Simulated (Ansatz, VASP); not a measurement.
One calculation of SnSe2, two programs

```xyz
3
Lattice="3.8251 0.0000 0.0000 -1.9126 3.3127 0.0000 0.0000 0.0000 6.2271" Properties=species:S:1:pos:R:3 pbc="T T T"
Sn    0.0000    0.0000    0.0000
Se    0.0000    2.2085    1.5759
Se    1.9126    1.1042    4.6511
```

Alike in both runs: task single point; functional PBE; k mesh 12 × 12 × 4; occupations fermi-dirac, width 0.02 eV; non-collinear spin, spin-orbit coupling.

```csv
,VASP,Ansatz
version,VASP 6.6.1,Ansatz 0.2.0
potentials or method,"VASP PAW PBE potentials, release 64 (Sn_d, Se)","plane waves, PAW"
plane-wave cutoff (eV),500,420
valence electrons in the cell,26,46
```

|  | VASP | Ansatz | Ansatz less VASP |
| --- | --- | --- | --- |
| pressure (GPa) | 3.0 | 2.9 | -0.09 |
| traceless stress, the component that is largest in VASP (GPa) | 0.10 | 0.10 | -0.005 |
| rms of the force components (eV/Å) | 0.133 | 0.124 | -0.0082 |

Atom by atom the forces differ by 0.008 eV/Å (rms over components). VASP's potentials hold 26 valence electrons a cell and Ansatz's 46, so a difference there can come from the potentials and not from the codes.
